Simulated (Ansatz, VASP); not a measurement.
## Ir: VASP beside Ansatz

```
CELL_PARAMETERS angstrom
0.00000 1.94363 1.94363
1.94363 0.00000 1.94363
1.94363 1.94363 0.00000
ATOMIC_POSITIONS crystal
Ir 0.00000 0.00000 0.00000
```

Alike in both runs: functional RPBE; k mesh 14 × 14 × 14; occupations fermi-dirac, width 0.05 eV; collinear spin.

Ansatz relaxed the structure, and its values are those at the end. VASP's run is a single point on that final structure, the one shown.

|  | VASP | Ansatz |
| --- | --- | --- |
| version | VASP 6.6.1 | Ansatz 0.2.0 |
| potentials or method | VASP PAW PBE potentials, release 64 (Ir), cutoff 520 eV | plane waves (420 eV) with PAW, scalar-relativistic |
| valence electrons in the cell | 9 | 17 |

VASP gave:

* pressure (GPa): 0.3
* net moment per atom (μB): 0.00

**Question.** Estimate Ansatz's values.

**Answer.** Pressure (GPa): 0.0; net moment per atom (μB): 0.00.

VASP's potentials were made for PBE, not for RPBE. VASP's potentials hold 9 valence electrons a cell and Ansatz's 17, so a difference there can come from the potentials and not from the codes. Ansatz's warnings: seeded moment not kept.

Neither program's run includes spin-orbit coupling.
